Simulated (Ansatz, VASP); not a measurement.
# TiSi2 in VASP and in Ansatz

```
Ti Si
1.0
     3.39626    0.00000    0.00000
     0.00000    3.39626    0.00000
     0.00000    0.00000    4.84899
Ti Si
1 2
Direct
  0.00000 0.00000 0.50000
  0.50000 0.50000 0.00000
  0.00000 0.00000 0.00000
```

Alike in both runs: task single point; functional PBE; k mesh 14 × 14 × 10; occupations gaussian, width 0.1 eV; no spin polarisation.

|  | VASP | Ansatz |
| --- | --- | --- |
| version | VASP 6.6.1 | Ansatz 0.2.0 |
| potentials or method | VASP PAW PBE potentials, release 64 (Ti_sv, Si), cutoff 520 eV | scalar-relativistic, plane waves, PAW |
| valence electrons in the cell | 20 | 20 |

Ansatz gave:

```
gap on the k mesh at the Fermi level (eV)                     : none
pressure (GPa)                                                : 0.0
traceless stress, the component that is largest in VASP (GPa) : 0.00
```

Task: What did VASP give for the same quantities?

Result: gap on the k mesh at the Fermi level (eV): none; pressure (GPa): 0.0; traceless stress, the component that is largest in VASP (GPa): 0.08.

A gap of «none» marks a metal or a gap that the smearing closes.
